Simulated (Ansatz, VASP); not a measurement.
This is a calculation of KPt for Ansatz 0.2.0.

The input input.yaml:

```yaml
crystal:
  lattice:
    - [2.9602903169, 0.0, 0.0]
    - [-1.4801451584, 2.563686617, 0.0]
    - [0.0, 0.0, 5.2733316032]
  atoms:
    - { symbol: Pt, position: [0.6666666667, 0.3333333333, 0.0] }
    - { symbol: K, position: [0.0, 0.0, 0.5] }
kpoints:
  mp_grid: { grid: [10, 10, 5] }
scf:
  occupations: { method: fermi_dirac, width: 0.05 }
hamiltonian:
  xc: blyp
  pseudopotentials: { kind: all_electron, lapw: { basis_error: 0.001 } }
output:
  forces: true
  stress: true
  eigenvalues: true
```

Potentials or basis: all-electron LAPW, scalar-relativistic.

The run is started by

```bash
$ ansatz run input.yaml --threads 1 --pin off --max-ram 3072MiB --backend cpu --events-out ev --progress --plain --runs-dir out
```

Translate it to VASP 6.6.1. Potentials there: VASP PAW PBE potentials, release 64 (Pt, K_sv).

As run (the cutoff follows the program's own potentials):

INCAR

```
SYSTEM = KPt
AGGAC = 1.0 ; AGGAX = 1.0
ALDAC = 0.0 ; ALDAX = 1.0
ALGO = Normal ; EDIFF = 1E-6
ENCUT = 520 ; GGA = B5
ISIF = 2 ; ISMEAR = -1
LASPH = .True. ; LCHARG = .False.
LREAL = .False. ; LWAVE = .False.
NBANDS = 16 ; NELM = 100
PREC = Accurate ; SIGMA = 0.05
```

KPOINTS

```
k-points
0
Gamma
  10 10 5
  0 0 0
```

The input POSCAR:

```
KPt
1.0
    2.9602903169      0.0000000000      0.0000000000
   -1.4801451584      2.5636866170      0.0000000000
    0.0000000000      0.0000000000      5.2733316032
Pt K
1 1
Direct
    0.6666666667      0.3333333333      0.0000000000
    0.0000000000      0.0000000000      0.5000000000
```

Potentials or basis: VASP PAW PBE potentials, release 64 (Pt, K_sv).

Run with:

```console
$ cat potpaw_PBE.64/Pt/POTCAR potpaw_PBE.64/K_sv/POTCAR > POTCAR
$ mpirun -np 1 vasp_std > vasp.out
```

Both were run:

|  | VASP | Ansatz | Ansatz less VASP |
| --- | --- | --- | --- |
| gap on the k mesh at the Fermi level (eV) | none | none | - |
| pressure (GPa) | 8.6 | 8.1 | -0.52 |
| traceless stress, the component that is largest in VASP (GPa) | -0.79 | -0.82 | -0.030 |

VASP's potentials were made for PBE, not for BLYP. A gap of «none» marks a metal or a gap that the smearing closes. Ansatz ran all-electron here, and VASP with PAW potentials.

Spin-orbit coupling is off throughout.
